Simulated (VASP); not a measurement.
A run of VASP 6.6.1:

INCAR

```
SYSTEM = Mg3I4F2
  PREC = Accurate
  ENCUT = 520
  EDIFF = 1E-6
  ISMEAR = 0
  SIGMA = 0.1
  LREAL = .FALSE.
  LASPH = .TRUE.
  NELM = 150
  ALGO = Normal
  ISIF = 2
  LWAVE = .FALSE.
  LCHARG = .FALSE.
  ISPIN = 2
  MAGMOM = 0 0 0 0 0 0 0 1 1
  LORBIT = 11
  GGA = PE
  NBANDS = 38
```

KPOINTS

```
Automatic mesh
0
G
  6 6 2
  0 0 0
```

The input POSCAR:

```
Mg3I4F2
1.0
    5.5629501200      0.0000000000      0.0000000000
   -2.7814750600      4.8176561200      0.0000000000
    0.0000000000      0.0000000000      9.4468284500
Mg I F
3 4 2
Direct
    0.5000000000      0.0000000000      0.5000000000
    0.0000000000      0.5000000000      0.5000000000
    0.5000000000      0.5000000000      0.5000000000
    0.3333333300      0.6666666700      0.0000000000
    0.6666666700      0.3333333300      0.0000000000
    0.0000000000      0.0000000000      0.8330480800
    0.0000000000      0.0000000000      0.1669519200
    0.3333333300      0.6666666700      0.5000000000
    0.6666666700      0.3333333300      0.5000000000
```

Potentials or basis: VASP PAW PBE potentials, release 64 (Mg, I, F).

Run with:

```sh
$ cat potpaw_PBE.64/Mg/POTCAR potpaw_PBE.64/I/POTCAR potpaw_PBE.64/F/POTCAR > POTCAR
$ mpirun -np 1 vasp_std > vasp.out
```

Hardware: 1 thread of Intel(R) Xeon(R) Platinum 8488C (Sapphire Rapids), with other jobs on the host.

Problem. Estimate the wall time of this run.

Solution. It took 4 min on 1 thread of Intel(R) Xeon(R) Platinum 8488C (Sapphire Rapids), on a shared host, peak memory 0.55 GiB. Counts: scf iterations 17, k points 14.
